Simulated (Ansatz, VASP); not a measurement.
**Two plane-wave programs on Cs2SnI6**

INCAR

```
SYSTEM = Cs2SnI6
PREC = Accurate
ENCUT = 500
EDIFF = 1E-6
ISMEAR = 0
SIGMA = 0.01
LREAL = .FALSE.
LASPH = .TRUE.
NELM = 120
ALGO = Normal
ISIF = 2
LWAVE = .FALSE.
LCHARG = .FALSE.
GGA = PE
NBANDS = 47
GGA_COMPAT = .FALSE.
```

Contents of KPOINTS:

```
Automatic mesh
0
G
  4 4 4
  0 0 0
```

POSCAR

```
Cs2SnI6
1.0
    0.0000000000      5.8981728416      5.8981728416
    5.8981728416      0.0000000000      5.8981728416
    5.8981728416      5.8981728416      0.0000000000
Cs Sn I
2 1 6
Direct
    0.2500000000      0.2500000000      0.2500000000
    0.7500000000      0.7500000000      0.7500000000
    0.0000000000      0.0000000000      0.0000000000
    0.2416514971      0.7583485029      0.7583485029
    0.2416514971      0.7583485029      0.2416514971
    0.7583485029      0.2416514971      0.7583485029
    0.7583485029      0.2416514971      0.2416514971
    0.7583485029      0.7583485029      0.2416514971
    0.2416514971      0.2416514971      0.7583485029
```

Input for Ansatz:

```yaml
crystal:
  lattice:
    - [0.0, 5.8981728416, 5.8981728416]
    - [5.8981728416, 0.0, 5.8981728416]
    - [5.8981728416, 5.8981728416, 0.0]
  atoms:
    - { symbol: Cs, position: [0.25, 0.25, 0.25] }
    - { symbol: Cs, position: [0.75, 0.75, 0.75] }
    - { symbol: Sn, position: [0.0, 0.0, 0.0] }
    - { symbol: I, position: [0.2416514971, 0.7583485029, 0.7583485029] }
    - { symbol: I, position: [0.2416514971, 0.7583485029, 0.2416514971] }
    - { symbol: I, position: [0.7583485029, 0.2416514971, 0.7583485029] }
    - { symbol: I, position: [0.7583485029, 0.2416514971, 0.2416514971] }
    - { symbol: I, position: [0.7583485029, 0.7583485029, 0.2416514971] }
    - { symbol: I, position: [0.2416514971, 0.2416514971, 0.7583485029] }
kpoints:
  mp_grid: { grid: [4, 4, 4] }
hamiltonian:
  xc: pbe
scf:
  occupations: { method: fixed }
  n_extra_bands: 6
output:
  forces: true
  stress: true
  eigenvalues: true
```

Alike in both runs: task single point; functional PBE; k mesh 4 × 4 × 4; no spin polarisation.

|  | VASP | Ansatz |
| --- | --- | --- |
| version | VASP 6.6.1 | Ansatz 0.2.0 |
| potentials or method | VASP PAW PBE potentials, release 64 (Cs_sv, Sn_d, I) | plane waves, PAW |
| plane-wave cutoff (eV) | 500 | 420 |
| occupations | gaussian, width 0.01 eV | fixed |
| valence electrons in the cell | 74 | 134 |

```tsv
	VASP	Ansatz	Ansatz less VASP
gap on the k mesh at the Fermi level (eV)	0.34	0.34	-0.004
pressure (GPa)	1.2	1.2	-0.01
rms of the force components (eV/Å)	0.167	0.166	-0.0003
```

Atom by atom the forces differ by 0.000 eV/Å (rms over components). VASP's potentials hold 74 valence electrons a cell and Ansatz's 134, so a difference there can come from the potentials and not from the codes.

Neither program's run includes spin-orbit coupling.
